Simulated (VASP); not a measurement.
Input of a VASP 6.6.1 run:

File INCAR:

```
  PREC = Accurate
  ENCUT = 520
  EDIFF = 1E-6
  ISMEAR = -1
  SIGMA = 0.05
  LREAL = False
  LASPH = True
  NELM = 60
  ALGO = Normal
  ISIF = 2
  LWAVE = False
  LCHARG = False
  GGA = PE
  NBANDS = 56
```

Contents of KPOINTS:

```
regular mesh
0
Gamma
  5 5 6
```

File POSCAR:

```
HfO2
1.0
    5.0803194000      0.0000000000      0.0000000000
    0.0000000000      5.1648674500      0.0000000000
    0.0000000000      0.0000000000      4.8908836500
Hf O
4 8
Direct
    0.2225908200      0.7817995800      0.2720679400
    0.7225908200      0.7182004200      0.7279320600
    0.7774091800      0.2182004200      0.2720679400
    0.2774091800      0.2817995800      0.7279320600
    0.1868153200      0.1636487800      0.1045346200
    0.6868153200      0.3363512200      0.8954653800
    0.8131846800      0.8363512200      0.1045346200
    0.3131846800      0.6636487800      0.8954653800
    0.0000000000      0.5000000000      0.4890544500
    0.5000000000      0.0000000000      0.5109455500
    0.0000000000      0.0000000000      0.5756249900
    0.5000000000      0.5000000000      0.4243750100
```

Potentials or basis: VASP PAW PBE potentials, release 64 (Hf_pv, O).

Command:

```sh
$ cat potpaw_PBE.64/Hf_pv/POTCAR potpaw_PBE.64/O/POTCAR > POTCAR
$ mpirun -np 1 vasp_std > vasp.out
```

(1) Predict the largest force.

(2) Predict the band gap on the k mesh.

Answers

(1) 0.106 eV/Å.

(2) 3.83 eV.

Caveat: spin-orbit coupling is left out, which moves the levels of the heavy elements.
